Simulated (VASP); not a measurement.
Crystal: AlP.

```
Al P
1.0
     0.00000    2.72550    2.72550
     2.72550    0.00000    2.72550
     2.72550    2.72550    0.00000
Al P
1 1
Direct
  0.00000 0.00000 0.00000
  0.75000 0.75000 0.75000
```

Base run:

- Program: VASP 6.6.1
- Functional: revPBE
- Potentials or basis: VASP PAW PBE potentials, release 64 (Al, P)
- Cutoff: 500 eV
- k mesh: 6 × 6 × 6
- Occupations: gaussian, width 0.01 eV
- Spin: no spin polarisation

Its results: band gap on the k mesh 1.62 eV (least direct gap 3.45 eV); pressure 3.8 GPa.

Q: After a change of settings the same cell gave: band gap on the k mesh 1.57 eV (least direct gap 3.35 eV); pressure 2.7 GPa. Which change was it?
A. functional from revPBE to r2SCAN; cutoff from 500 eV to 550 eV
B. functional from revPBE to LDA; potentials or basis from VASP PAW PBE potentials, release 64 (Al, P) to VASP PAW LDA potentials, release 64 (Al, P)
C. functional from revPBE to PBE
D. functional from revPBE to RPBE

A: C.

PBE binds more tightly than revPBE, so the same cell stands under less pressure.

Caveats: the cell stands under pressure (at least some runs); the PAW data sets were made with another functional, which shifts forces and pressure a little (at least some runs).
